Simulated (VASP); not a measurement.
A run of VASP 6.6.1 is set up as follows.

File INCAR:

```
PREC = Accurate
ENCUT = 520
EDIFF = 1E-6
ISMEAR = 0
SIGMA = 0.1
LREAL = F
LASPH = T
NELM = 150
ALGO = Normal
ISIF = 2
LWAVE = F
LCHARG = F
ISPIN = 2
MAGMOM = 1 1 1 1
LORBIT = 11
GGA = PE
IVDW = 12
NBANDS = 20
```

File KPOINTS:

```
Automatic mesh
0
Gamma
  12 12 1
```

POSCAR

```
C
1.0
    2.4562275060      0.0000000000      0.0000000000
   -1.2281137530      2.1271554177      0.0000000000
    0.0000000000      0.0000000000     24.1339601687
C
4
Direct
    0.0000000000      0.0000000000      0.5704687700
    0.0000000000      0.0000000000      0.4295312300
    0.3333333300      0.6666666700      0.4295245600
    0.6666666700      0.3333333300      0.5704754400
```

Potentials or basis: VASP PAW PBE potentials, release 64 (C).

Command:

```sh
$ cat potpaw_PBE.64/C/POTCAR > POTCAR
$ mpirun -np 1 vasp_std > vasp.out
```

(1) What does it give for the net moment?

(2) Estimate the dispersion energy per atom.

(3) Estimate the largest force.

Answers

(1) 0.00 μB per cell.

(2) -0.119 eV.

(3) 0.012 eV/Å.
